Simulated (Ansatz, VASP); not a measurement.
# P in VASP and in Ansatz

INCAR

```
SYSTEM = P
ALGO = Normal
EDIFF = 1E-7
ENCUT = 520
GGA = PE
ISIF = 2
ISMEAR = 0
IVDW = 12
LASPH = .TRUE.
LCHARG = .TRUE.
LELF = .TRUE.
LREAL = .FALSE.
LVHAR = .TRUE.
LWAVE = .FALSE.
NBANDS = 8
NELM = 60
PREC = Accurate
SIGMA = 0.15
```

The input KPOINTS:

```
k-points
0
G
  24 24 24
  0 0 0
```

Contents of POSCAR:

```
P
1.0
    2.4072602648      0.0000000000      0.0270816780
    0.0000000000      2.4072602648      0.0000000000
    0.0270828968      0.0000000000      2.4073686085
P
1
Direct
    0.0000000000      0.0000000000      0.0000000000
```

Input for Ansatz:

```yaml
crystal:
  lattice:
    - [2.4072602648, 0.0, 0.027081678]
    - [0.0, 2.4072602648, 0.0]
    - [0.0270828968, 0.0, 2.4073686085]
  atoms:
    - { symbol: P, position: [0.0, 0.0, 0.0] }
basis:
  ecutwfc: 420
kpoints:
  mp_grid: { grid: [24, 24, 24] }
hamiltonian:
  xc: pbe
  dispersion: d3bj
scf:
  occupations: { method: gaussian, width: 0.15 }
output:
  forces: true
  stress: true
  eigenvalues: true
```

Change from the starting cell: strain +0.0225 x Voigt [0, 0, 0, 0, 1, 0], atoms carried along.

Alike in both runs: task single point; functional PBE; dispersion D3(BJ); k mesh 24 × 24 × 24; occupations gaussian, width 0.15 eV; no spin polarisation.

|  | VASP | Ansatz |
| --- | --- | --- |
| version | VASP 6.6.1 | Ansatz 0.2.0 |
| potentials or method | VASP PAW PBE potentials, release 64 (P), cutoff 520 eV | scalar-relativistic, plane waves, PAW |
| valence electrons in the cell | 5 | 5 |

```tsv
	VASP	Ansatz	Ansatz less VASP
gap on the k mesh at the Fermi level (eV)	none	none	-
pressure (GPa)	-0.4	0.0	+0.34
traceless stress, the component that is largest in VASP (GPa)	-1.38	-1.38	+0.004
```

A gap of «none» marks a metal or a gap that the smearing closes. Ansatz's warnings: near symmetry operations not taken.
